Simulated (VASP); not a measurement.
# MoSe2 (P6_3/mmc) in VASP: single point with LDA

Aim: the single point of MoSe2 with LDA.

All numbers are computed with VASP 6.6.1; they aren't measurements. Logs are shortened: lines on timing, memory, paths and dates and some standing lists are left out, and cuts for length are marked.

## Step 1: The cell of the first run

It takes space group P6_3/mmc (No. 194, hexagonal). Conventional cell: a = 3.288 Å, b = 3.288 Å, c = 12.900 Å, α = 90.00°, β = 90.00°, γ = 120.00°. Within 3.3 Å of Mo (site symmetry -6m2) lie 6 Se at 2.49 Å and 6 Mo at 3.29 Å. Within 3.3 Å of Se (site symmetry 3m) lie 3 Mo at 2.49 Å and 7 Se at 3.22 to 3.29 Å.

## Step 2: Single point, LDA

Contents of INCAR:

```
SYSTEM = MoSe2
PREC = Accurate
ENCUT = 500
EDIFF = 1E-6
ISMEAR = -1
SIGMA = 0.3
LREAL = .FALSE.
LASPH = .TRUE.
NELM = 120
ALGO = Normal
ISIF = 2
LWAVE = .FALSE.
LCHARG = .FALSE.
NBANDS = 35
GGA_COMPAT = .FALSE.
```

Contents of KPOINTS:

```
Automatic mesh
0
G
  9 9 2
  0 0 0
```

Contents of POSCAR:

```
MoSe2
1.0
    3.2880000000      0.0000000000      0.0000000000
   -1.6440000000      2.8474915276      0.0000000000
    0.0000000000      0.0000000000     12.9000000000
Mo Se
2 4
Direct
    0.3333330000      0.6666670000      0.2500000000
    0.6666670000      0.3333330000      0.7500000000
    0.3333330000      0.6666670000      0.6250000000
    0.6666670000      0.3333330000      0.1250000000
    0.3333330000      0.6666670000      0.8750000000
    0.6666670000      0.3333330000      0.3750000000
```

Potentials or basis: VASP PAW LDA potentials, release 64 (Mo_sv, Se).

Launch:

```sh
$ cat potpaw_LDA.64/Mo_sv/POTCAR potpaw_LDA.64/Se/POTCAR > POTCAR
$ mpirun -np 1 vasp_std > vasp.out
```

OUTCAR:

```text
SYSTEM = MoSe2
   PREC = Accurate
   ENCUT = 500
   EDIFF = 1E-6
   ISMEAR = -1
   LREAL = .FALSE.
   LASPH = .TRUE.
   NELM = 120
   ISIF = 2

 ion  position               nearest neighbor table
   1  0.333  0.667  0.250-   4 2.49   6 2.49   4 2.49   6 2.49   4 2.49   6 2.49
   2  0.667  0.333  0.750-   3 2.49   5 2.49   3 2.49   5 2.49   3 2.49   5 2.49
   3  0.333  0.667  0.625-   2 2.49   2 2.49   2 2.49
   4  0.667  0.333  0.125-   1 2.49   1 2.49   1 2.49
   5  0.333  0.667  0.875-   2 2.49   2 2.49   2 2.49
   6  0.667  0.333  0.375-   1 2.49   1 2.49   1 2.49

  LATTYP: Found a hexagonal cell.
 ALAT       =     3.2880000000
 C/A-ratio  =     3.9233576642

  Lattice vectors:

 A1 = (   3.2880000000,   0.0000000000,   0.0000000000)
 A2 = (  -1.6440000000,   2.8474915276,   0.0000000000)
 A3 = (   0.0000000000,   0.0000000000,  12.9000000000)

Analysis of symmetry for initial positions (statically):
=====================================================================
 Subroutine PRICEL returns:
 Original cell was already a primitive cell.

 Routine SETGRP: Setting up the symmetry group for a
 hexagonal supercell.

 Subroutine GETGRP returns: Found 24 space group operations
 (whereof 12 operations were pure point group operations)
 out of a pool of 24 trial point group operations.

The static configuration has the point symmetry D_3d.
 The point group associated with its full space group is D_6h.

Analysis of symmetry for dynamics (positions and initial velocities):
=====================================================================
 Subroutine PRICEL returns:
 Original cell was already a primitive cell.

 Routine SETGRP: Setting up the symmetry group for a
 hexagonal supercell.

 Subroutine GETGRP returns: Found 24 space group operations
 (whereof 12 operations were pure point group operations)
 out of a pool of 24 trial point group operations.

The dynamic configuration has the point symmetry D_3d.
 The point group associated with its full space group is D_6h.

 Subroutine INISYM returns: Found 24 space group operations
 (whereof 12 operations are pure point group operations),
 and found     1 'primitive' translations

----------------------------------------------------------------------------------------

                                     Primitive cell

  volume of cell :     120.7769

  direct lattice vectors                    reciprocal lattice vectors
     3.288000000  0.000000000  0.000000000     0.304136253  0.175593148  0.000000000
    -1.644000000  2.847491528  0.000000000     0.000000000  0.351186295  0.000000000
     0.000000000  0.000000000 12.900000000     0.000000000  0.000000000  0.077519380

  length of vectors
     3.288000000  3.288000000 12.900000000     0.351186295  0.351186295  0.077519380

  position of ions in fractional coordinates (direct lattice)
     0.333333000  0.666667000  0.250000000
     0.666667000  0.333333000  0.750000000
     0.333333000  0.666667000  0.625000000
     0.666667000  0.333333000  0.125000000
     0.333333000  0.666667000  0.875000000
     0.666667000  0.333333000  0.375000000

  ion indices of the primitive-cell ions
   primitive index   ion index
                 1           1
                 2           2
                 3           3
                 4           4
                 5           5
                 6           6

----------------------------------------------------------------------------------------

 KPOINTS: Automatic mesh

Automatic generation of k-mesh.
 Grid dimensions read from file:
 generate k-points for:    9    9    2

 Generating k-lattice:

  Cartesian coordinates                     Fractional coordinates (reciprocal lattice)
     0.033792917  0.019510350  0.000000000     0.111111111  0.000000000  0.000000000
     0.000000000  0.039020699  0.000000000     0.000000000  0.111111111  0.000000000
     0.000000000  0.000000000  0.038759690     0.000000000  0.000000000  0.500000000

  Length of vectors
     0.039020699  0.039020699  0.038759690

  Shift w.r.t. Gamma in fractional coordinates (k-lattice)
     0.000000000  0.000000000  0.000000000

 Subroutine IBZKPT returns following result:
 ===========================================

 Found     24 irreducible k-points:

 Following reciprocal coordinates:
            Coordinates               Weight
  0.000000  0.000000  0.000000      1.000000
  0.111111  0.000000  0.000000      6.000000
  0.222222 -0.000000  0.000000      6.000000
  0.333333  0.000000  0.000000      6.000000
  0.444444 -0.000000  0.000000      6.000000
  0.111111  0.111111  0.000000      6.000000
[... 16 lines left out ...]
  0.333333  0.222222  0.500000     12.000000
  0.333333  0.333333  0.500000      2.000000
   k-points           NKPTS =     24   k-points in BZ     NKDIM =     24   number of bands    NBANDS=     35
   number of dos      NEDOS =    301   number of ions     NIONS =      6
   total plane-waves  NPLWV =  55296
   dimension x,y,z NGX =    24 NGY =   24 NGZ =   96
   dimension x,y,z NGXF=    48 NGYF=   48 NGZF=  192
   ions per type =               2   4
   NGX,Y,Z   is equivalent  to a cutoff of  12.13, 12.13, 12.37 a.u.
   NGXF,Y,Z  is equivalent  to a cutoff of  24.27, 24.27, 24.74 a.u.
 SYSTEM =  MoSe2
   PREC   = accura    normal or accurate (medium, high low for compatibility)
   ISTART =      0    job   : 0-new  1-cont  2-samecut
   ICHARG =      2    charge: 1-file 2-atom 10-const
   ISPIN  =      1    spin polarized calculation?
   LNONCOLLINEAR =      F non collinear calculations
   LSORBIT =      F    spin-orbit coupling
   LASPH  =      T    aspherical Exc in radial PAW
   ENCUT  =  500.0 eV  36.75 Ry    6.06 a.u.   5.99  5.99 23.52*2*pi/ulx,y,z
   NELM   =    120;   NELMIN=  2; NELMDL= -5     # of ELM steps
   EDIFF  = 0.1E-05   stopping-criterion for ELM
   LREAL  =      F    real-space projection
   EDIFFG = 0.1E-04   stopping-criterion for IOM
   NSW    =      0    number of steps for IOM
   IBRION =     -1    ionic relax: 0-MD 1-quasi-New 2-CG
   NFREE  =      0    steps in history (QN), initial steepest desc. (CG)
   ISIF   =      2    stress and relaxation
   ISYM   =      2    0-nonsym 1-usesym 2-fastsym
   POTIM  = 0.5000    time-step for ionic-motion
   TEBEG  =    0.0;   TEEND  =   0.0 temperature during run
   PSTRESS=    0.0 pullay stress
   NELECT =      52.0000    total number of electrons
   NUPDOWN=      -1.0000    fix difference up-down
   EMIN   =  10.00;   EMAX   =-10.00  energy-range for DOS
   EFERMI =   0.00;   METHOD = LEGACY
   ISMEAR =    -1;   SIGMA  =   0.30  broadening in eV -4-tet -1-fermi 0-gaus
   EFERMI_NEDOS =   21; number of points for ismear=-14 and -15
   IALGO  =     38    algorithm
   IMIX   =      4    mixing-type and parameters
     AMIX     =   0.40;   BMIX     =  1.00
     AMIX_MAG =   1.60;   BMIX_MAG =  1.00
  volume/ion in A,a.u.               =      20.13       135.84
  Fermi-wavevector in a.u.,A,eV,Ry     =   1.236179  2.336039 20.791580  1.528138
  Thomas-Fermi vector in A             =   2.370798
   LORBIT       =      0    0 simple, 1 ext, 2 COOP (PROOUT), +10 PAW based schemes
   GGA     = CA    functional components
   LHFCALC =     F    Hartree Fock is set to
   AEXX    =    0.0000 exact exchange contribution
   IVDW    =     0    specifies the selected vdW correction
   LEPSILON=     F    determine dielectric tensor
   LRPA    =     F    only Hartree local field effects (RPA)
 non-spin polarized calculation
  energy-cutoff  :      500.00
  volume of cell :      120.78
 maximum number of plane-waves:      3114
 NGX is ok and might be reduce to    24
   NGX = 11   NGY = 11   NGZ = 47

 number of electron      52.0000008 magnetization

 Free energy of the ion-electron system (eV)
  ---------------------------------------------------
  ext. energy  EPLUGINS =         0.00000000
  ---------------------------------------------------
  free energy    TOTEN  =       -45.26885535 eV

  energy without entropy =      -44.95610632  energy(sigma->0) =      -45.11248084

 E-fermi :   6.7562     XC(G=0): -10.9082

 val. band max:        6.5784353075   @ k =   0.0000   0.0000   0.0000
 cond. band min:       7.4380260816   @ k =   0.3333   0.3333   0.0000
 fundamental gap:      0.8595907742
 Fermi energy:         6.7561888630

 k-point     1 :       0.0000    0.0000    0.0000
  band No.  band energies     occupation
      1     -54.3636      2.00000
      2     -54.3636      2.00000
      3     -28.7444      2.00000
      4     -28.7444      2.00000
      5     -28.5517      2.00000
      6     -28.5517      2.00000
[... 27 lines left out ...]
     34       9.4317      0.00027
     35      11.6184      0.00000

 k-point     2 :       0.1111    0.0000    0.0000
  band No.  band energies     occupation
      1     -54.3605      2.00000
      2     -54.3605      2.00000
      3     -28.7371      2.00000
      4     -28.7371      2.00000
      5     -28.5856      2.00000
      6     -28.5856      2.00000
[... 27 lines left out ...]
     34       9.3182      0.00039
     35      12.5292      0.00000

 k-point     3 :       0.2222   -0.0000    0.0000
  band No.  band energies     occupation
      1     -54.3528      2.00000
      2     -54.3528      2.00000
      3     -28.7186      2.00000
      4     -28.7186      2.00000
      5     -28.6707      2.00000
      6     -28.6707      2.00000
[... 27 lines left out ...]
     34       9.8976      0.00006
     35      13.4309      0.00000
[... 723 lines left out ...]
 k-point    23 :       0.3333    0.2222    0.5000
  band No.  band energies     occupation
      1     -54.3356      2.00000
      2     -54.3356      2.00000
      3     -28.7941      2.00000
      4     -28.7941      2.00000
      5     -28.6828      2.00000
      6     -28.6828      2.00000
[... 27 lines left out ...]
     34      10.3847      0.00001
     35      12.6781      0.00000

 k-point    24 :       0.3333    0.3333    0.5000
  band No.  band energies     occupation
      1     -54.3341      2.00000
      2     -54.3341      2.00000
      3     -28.7686      2.00000
      4     -28.7686      2.00000
      5     -28.7290      2.00000
      6     -28.7290      2.00000
[... 27 lines left out ...]
     34      10.5008      0.00001
     35      12.7055      0.00000

------------------------ aborting loop because EDIFF is reached ----------------------------------------

  FORCE on cell =-STRESS in cart. coord.  units (eV):
  Direction    XX          YY          ZZ          XY          YZ          ZX
  --------------------------------------------------------------------------------------
  -------------------------------------------------------------------------------------
  Total       -0.0779052     -0.0779052      3.4130269      0.0000000     -0.0000000      0.0000000
  in kB       -1.0334585     -1.0334585     45.2758212      0.0000000     -0.0000000      0.0000000
  external PRESSURE =      14.4029681 kB  Pullay stress =       0.0000000 kB

 VOLUME and BASIS-vectors are now :
 -----------------------------------------------------------------------------
  energy-cutoff  :      500.00
  volume of cell :      120.78
      direct lattice vectors                 reciprocal lattice vectors
     3.288000000  0.000000000  0.000000000     0.304136253  0.175593148  0.000000000
    -1.644000000  2.847491528  0.000000000     0.000000000  0.351186295  0.000000000
     0.000000000  0.000000000 12.900000000     0.000000000  0.000000000  0.077519380

 POSITION                                       TOTAL-FORCE (eV/Angst)
 -----------------------------------------------------------------------------------
     -0.00000      1.89833      3.22500         0.000000     -0.000000     -0.000000
      1.64400      0.94916      9.67500        -0.000000      0.000000     -0.000000
     -0.00000      1.89833      8.06250        -0.000000      0.000000     -0.673346
      1.64400      0.94916      1.61250        -0.000000     -0.000000     -0.673346
     -0.00000      1.89833     11.28750        -0.000000      0.000000      0.673346
      1.64400      0.94916      4.83750        -0.000000      0.000000      0.673346
 -----------------------------------------------------------------------------------
    total drift:                               -0.001313      0.000758     -0.000028

  FREE ENERGIE OF THE ION-ELECTRON SYSTEM (eV)
  ---------------------------------------------------
  free  energy   TOTEN  =       -45.2688553503 eV

  energy  without entropy=      -44.9561063197  energy(sigma->0) =      -45.11248084
```

It took 1.9 min on 1 thread of Intel Xeon 8259CL, shared host; peak memory 0.23 GiB.

What came out:

```yaml
Free_energy: -45.2689 eV
Pressure: 1.4 GPa
Largest_force: 0.673 eV/Å
Band_gap_on_the_k_mesh: 0.86 eV (least direct gap 1.37 eV)
```

Forces on the atoms (eV/Å):
```
Mo   0.000  0.000  0.000
Mo   0.000  0.000  0.000
Se   0.000  0.000 -0.673
Se   0.000  0.000 -0.673
Se   0.000  0.000  0.673
Se   0.000  0.000  0.673
```

Levels at points of the mesh, in eV from the valence-band top:
| k point | band 24 | band 25 | band 26 | band 27 | band 28 | band 29 |
| --- | --- | --- | --- | --- | --- | --- |
| (0.00, 0.00, 0.00) | -1.12 | -0.87 | 0.00 | 2.38 | 2.38 | 2.43 |
| (0.00, 0.00, 0.50) | -1.87 | -0.20 | -0.20 | 2.40 | 2.40 | 2.40 |

Caveat: so wide a smearing shifts energies and pressures.
